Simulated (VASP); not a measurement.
## Pb: single point with PBEsol

The system is Pb.

```
Pb
1.0
     4.59025    0.00000    0.00000
    -2.29512    3.97527    0.00000
     0.00000    0.00000    5.20779
Pb
3
Direct
  0.22540 0.00000 0.33333
  0.00000 0.22540 0.66667
  0.77460 0.77460 0.00000
```

| Item | Value |
| --- | --- |
| Program | VASP 6.6.1 |
| Task | single point |
| Functional | PBEsol |
| Potentials or basis | VASP PAW PBE potentials, release 64 (Pb_d) |
| Cutoff | 520 eV |
| k mesh | 6 × 6 × 4 |
| Occupations | gaussian, width 0.1 eV |
| Spin | no spin polarisation |

```json
{
 "Pressure": "19.0 GPa",
 "Largest force": "6.721 eV/Å",
 "Band gap on the k mesh": "zero (band 21 reaches 6.71 eV, above the bottom of band 22 at 6.21 eV)"
}
```

Forces in eV/Å, atoms in the order of the input:
```
Pb   6.721  0.000  0.000
Pb  -3.360  5.820  0.000
Pb  -3.360 -5.820  0.000
```

Stress tensor (GPa, compression positive):
```
15.11  0.00  0.00
 0.00 15.11  0.00
 0.00  0.00 26.64
```

Levels at points of the mesh, in eV from the Fermi level:
```
           k point  band 19  band 20  band 21  band 22  band 23  band 24
(0.00, 0.00, 0.00)    -1.15     0.12     0.12     0.39     0.39     2.47
(0.50, 0.00, 0.00)    -2.88    -1.94    -1.26    -0.37     1.36     2.55
(0.00, 0.00, 0.50)    -0.71    -0.06    -0.06     0.98     0.98     1.58
(0.50, 0.00, 0.50)    -4.22    -1.47    -1.47     0.33     1.17     4.37
```

Run time: 30 s on 1 thread of Intel(R) Xeon(R) 6975P-C (Granite Rapids), with other jobs on the host, peak memory 0.22 GiB.

Caveat: the PAW data sets were made with another functional, which shifts forces and pressure a little; spin-orbit coupling is left out, which moves the levels of the heavy elements.
